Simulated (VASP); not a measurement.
InP: single point with PBE

InP:

```
In P
1.0
     0.00000    2.84823    2.62038
     2.84823    0.00000    2.62038
     2.84823    2.84823    0.00000
In P
1 1
Cartesian
  0.0000 0.0000 0.0000
  2.8482 2.8482 2.6204
```

This cell differs from its parent crystal: ratio of the length along z to the lengths across it x 0.92, volume and fractional coordinates fixed.

```json
{
 "Program": "VASP 6.6.1",
 "Task": "single point",
 "Functional": "PBE",
 "Potentials or basis": "VASP PAW PBE potentials, release 64 (In_d, P)",
 "Cutoff": "520 eV",
 "k mesh": "20 × 20 × 20",
 "Occupations": "gaussian, width 0.15 eV",
 "Spin": "no spin polarisation",
 "Dipole correction": "no",
 "Further INCAR settings": "ALGO = Normal; EDIFF = 1e-06; NBANDS = 16"
}
```

```yaml
Pressure: 1.0 GPa
Band_gap_on_the_k_mesh: zero (bands 9 and 10 overlap by 2.85 eV)
```

Stress tensor (GPa, compression positive):
```
-2.52  0.00  0.00
 0.00 -2.52  0.00
 0.00  0.00  8.05
```

Levels at points of the mesh, in eV from the Fermi level:
```csv
k point,band 7,band 8,band 9,band 10,band 11,band 12
"(0.00, 0.00, 0.00)",-0.85,-0.04,-0.04,0.57,6.95,6.95
"(0.50, 0.00, 0.00)",-6.66,-0.05,0.27,2.28,3.05,4.03
"(0.50, 0.50, 0.00)",-4.95,-2.97,-2.58,-2.58,3.59,9.59
"(0.50, 0.00, 0.50)",-4.95,-2.70,-2.18,-1.73,4.01,8.76
```

It took 8.3 min on 1 thread of AMD EPYC 7R13 (shared host), peak memory 0.49 GiB.

Caveat: the stress differs along the axes, from -3 to 8 GPa; spin-orbit coupling is left out, which moves the levels of the heavy elements.
